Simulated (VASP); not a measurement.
Set up this calculation in VASP 6.6.1, as the native input.

* Task: single point
* Functional: PBEsol
* Potentials or basis: VASP PAW PBE potentials, release 64 (Y_sv, Mg)
* Cutoff: 520 eV
* k mesh: 4 × 4 × 4
* Occupations: fermi-dirac, width 0.1 eV
* Spin: no spin polarisation
* Dipole correction: no
* Further INCAR settings: ALGO = Normal; EDIFF = 1e-06; NBANDS = 20

The structure of YMg5 lies in POSCAR:

```
YMg5
1.0
    5.7325030000      0.0000000000      0.0000000000
   -2.8662520000      4.9644930000      0.0000000000
    0.0000000000      0.0000000000      5.1511950000
Y Mg
1 5
Direct
    0.0000000000      0.0000000000      0.5000000000
    0.0000000000      0.6383360000      0.0000000000
    0.6383360000      0.0000000000      0.0000000000
    0.3616640000      0.3616640000      0.0000000000
    0.6666666667      0.3333333333      0.5000000000
    0.3333333333      0.6666666667      0.5000000000
```

One way to write it, as run:

INCAR

```
SYSTEM = YMg5
ALGO = Normal
EDIFF = 1E-6
ENCUT = 520
GGA = PS
ISIF = 2
ISMEAR = -1
LASPH = .True.
LCHARG = .False.
LREAL = .False.
LWAVE = .False.
NBANDS = 20
NELM = 60
PREC = Accurate
SIGMA = 0.1
```

KPOINTS

```
k-points
0
Gamma
  4 4 4
  0 0 0
```

Potentials or basis: VASP PAW PBE potentials, release 64 (Y_sv, Mg).

Command:

```bash
$ cat potpaw_PBE.64/Y_sv/POTCAR potpaw_PBE.64/Mg/POTCAR > POTCAR
$ mpirun -np 1 vasp_std > vasp.out
```

It gave:

The pressure is -0.8 GPa. The largest force is 0.003 eV/Å.

Caveat: the PAW data sets were made with another functional, which shifts forces and pressure a little.

Run time: 41 s on 1 thread of Intel(R) Xeon(R) Platinum 8259CL CPU @ 2.50GHz (Skylake/Cascade Lake) (shared host), peak memory 0.3 GiB.
